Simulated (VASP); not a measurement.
Write the native input for VASP 6.6.1 that does the following.

* Task: single point
* Functional: PBE
* Potentials or basis: VASP PAW PBE potentials, release 64 (Pb_d)
* Cutoff: 520 eV
* k mesh: 11 × 11 × 11
* Occupations: fermi-dirac, width 0.03 eV
* Spin: no spin polarisation
* Dipole correction: no
* Further INCAR settings: ALGO = Normal; EDIFF = 1e-07; NBANDS = 13

The structure of Pb lies in POSCAR:

```
Pb
1.0
    0.0000000000      2.5175937382      2.5175937382
    2.5175937382      0.0000000000      2.5175937382
    2.5175937382      2.5175937382      0.0000000000
Pb
1
Direct
    0.0000000000      0.0000000000      0.0000000000
```

The input as run:

INCAR

```
SYSTEM = Pb
PREC = Accurate ; ENCUT = 520
EDIFF = 1E-7 ; ISMEAR = -1
SIGMA = 0.03 ; LREAL = .False.
LASPH = .True. ; NELM = 80
ALGO = Normal ; ISIF = 2
LWAVE = .False. ; LCHARG = .False.
GGA = PE ; NBANDS = 13
```

KPOINTS

```
regular mesh
0
Gamma
  11 11 11
  0 0 0
```

Potentials or basis: VASP PAW PBE potentials, release 64 (Pb_d).

Launch:

```sh
$ cat potpaw_PBE.64/Pb_d/POTCAR > POTCAR
$ mpirun -np 1 vasp_std > vasp.out
```

Results of the run:

* Pressure: -0.2 GPa
* Band gap on the k mesh: zero (band 7 reaches 13.74 eV, above the bottom of band 8 at 5.37 eV)

Caveat: spin-orbit coupling is left out, which moves the levels of the heavy elements.

Run time: 28 s on 1 thread of Intel(R) Xeon(R) Platinum 8488C (Sapphire Rapids), with other jobs on the host, peak memory 0.16 GiB.
